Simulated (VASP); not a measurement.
Input of a VASP 6.6.1 run:

INCAR

```
SYSTEM = BaTiO3
  PREC = Accurate
  ENCUT = 520
  EDIFF = 1E-7
  ISMEAR = -1
  SIGMA = 0.05
  LREAL = .FALSE.
  LASPH = .TRUE.
  NELM = 80
  ALGO = Normal
  ISIF = 2
  LWAVE = .FALSE.
  LCHARG = .FALSE.
  GGA = PE
  NBANDS = 51
```

KPOINTS

```
regular mesh
0
G
  3 3 2
  0 0 0
```

POSCAR

```
BaTiO3
1.0
    3.9998000000      0.0000000000      0.0000000000
    0.0000000000      3.9998000000      0.0000000000
    0.0000000000      0.0000000000      8.0360000000
Ba Ti O
2 2 6
Direct
    0.9993338700      0.0014896700      0.0020579800
    0.0006661300      0.9985103300      0.4979420200
    0.4893534700      0.4978615600      0.2399223900
    0.5106465300      0.5021384400      0.7420776100
    0.5027900500      0.5020959900      0.0107726400
    0.4972099500      0.4979040100      0.5052273600
    0.5056745700      0.0016777200      0.2580984100
    0.4943254300      0.9983222800      0.7569015900
    0.0077650300      0.4997120000      0.2626403600
    0.9922349700      0.5002880000      0.7523596400
```

Potentials or basis: VASP PAW PBE potentials, release 64 (Ba_sv, Ti_sv, O).

Run with:

```console
$ cat potpaw_PBE.64/Ba_sv/POTCAR potpaw_PBE.64/Ti_sv/POTCAR potpaw_PBE.64/O/POTCAR > POTCAR
$ mpirun -np 1 vasp_std > vasp.out
```

(1) Estimate the largest force.

(2) Estimate the pressure.

(3) What does it give for the band gap on the k mesh?

Results:

(1) 1.011 eV/Å.

(2) 5.0 GPa.

(3) 2.14 eV.

Caveat: the k points lie up to 0.52 Å⁻¹ apart; spin-orbit coupling is left out, which moves the levels of the heavy elements; an odd mesh through Γ misses points on the zone boundary, where band edges can lie; forces of over 1 eV/Å act on the atoms, so gaps and moduli don't describe the material at rest.
